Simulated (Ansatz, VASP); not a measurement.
**YSc2Pt2: VASP beside Ansatz**

File INCAR:

```
PREC     = Accurate       # precision mode
ENCUT    = 600            # plane-wave cutoff, eV
EDIFF    = 1E-6           # SCF threshold, eV
ISMEAR   = 0              # smearing method
SIGMA    = 0.1            # smearing width, eV
LREAL    = False          # projectors in reciprocal space
LASPH    = True           # aspherical terms in the spheres
NELM     = 80             # most SCF steps
ALGO     = Fast           # electronic algorithm
ISIF     = 3              # what is computed and relaxed
LWAVE    = False          # write WAVECAR
LCHARG   = False          # write CHGCAR
GGA      = PE             # functional
IBRION   = 2              # ionic algorithm
NSW      = 100            # ionic steps
EDIFFG   = -0.01          # ionic threshold
```

KPOINTS

```
Automatic mesh
0
Gamma
  12 12 4
```

File POSCAR:

```
YSc2Pt2
1.0
    3.6045294455      0.0000000000      0.0000000000
   -1.8022647228      3.1216140685      0.0000000000
    0.0000000000      0.0000000000     11.0467865708
Y Sc Pt
1 2 2
Direct
    0.0000000000      0.0000000000      0.0000000000
    0.3333333333      0.6666666667      0.2773551514
    0.6666666667      0.3333333333      0.7226448486
    0.3333333333      0.6666666667      0.5832879585
    0.6666666667      0.3333333333      0.4167120415
```

Input for Ansatz:

```yaml
crystal:
  lattice:
    - [3.6045294455, 0.0, 0.0]
    - [-1.8022647228, 3.1216140685, 0.0]
    - [0.0, 0.0, 11.0467865708]
  atoms:
    - { symbol: "Y", position: [0.0, 0.0, 0.0] }
    - { symbol: Sc, position: [0.3333333333, 0.6666666667, 0.2773551514] }
    - { symbol: Sc, position: [0.6666666667, 0.3333333333, 0.7226448486] }
    - { symbol: Pt, position: [0.3333333333, 0.6666666667, 0.5832879585] }
    - { symbol: Pt, position: [0.6666666667, 0.3333333333, 0.4167120415] }
basis:
  ecutwfc: 420
kpoints:
  mp_grid: { grid: [12, 12, 4] }
hamiltonian:
  xc: pbe
scf:
  occupations: { method: gaussian, width: 0.1 }
output:
  forces: true
  stress: true
  eigenvalues: true
  write_density: true
  write_potential: true
  elf: true
  volumetric_format: npy
relax:
  adjacent_minimum: "off"
  f_tol: 0.01
  max_steps: 80
  cell: { stress_tol: 0.05 }
```

Alike in both runs: task relaxation of cell and atoms; functional PBE; k mesh 12 × 12 × 4; occupations gaussian, width 0.1 eV; no spin polarisation.

|  | VASP | Ansatz |
| --- | --- | --- |
| version | VASP 6.6.1 | Ansatz 0.2.0 |
| potentials or method | VASP PAW PBE potentials, release 64 (Y_sv, Sc_sv, Pt), cutoff 600 eV | scalar-relativistic, plane waves, PAW |
| valence electrons in the cell | 53 | 69 |

VASP gave:

- gap on the k mesh at the Fermi level, each at its own relaxed structure (eV): none
- relaxed volume (Å³/atom): 24.82
- relaxed length of the cell vector where the two differ most in proportion (Å): 3.610

Which values does Ansatz return?

gap on the k mesh at the Fermi level, each at its own relaxed structure (eV): none; relaxed volume (Å³/atom): 24.79; relaxed length of the cell vector where the two differ most in proportion (Å): 3.606.

A gap of «none» marks a metal or a gap that the smearing closes. VASP's potentials hold 53 valence electrons a cell and Ansatz's 69, so a difference there can come from the potentials and not from the codes.

Spin-orbit coupling is off throughout.
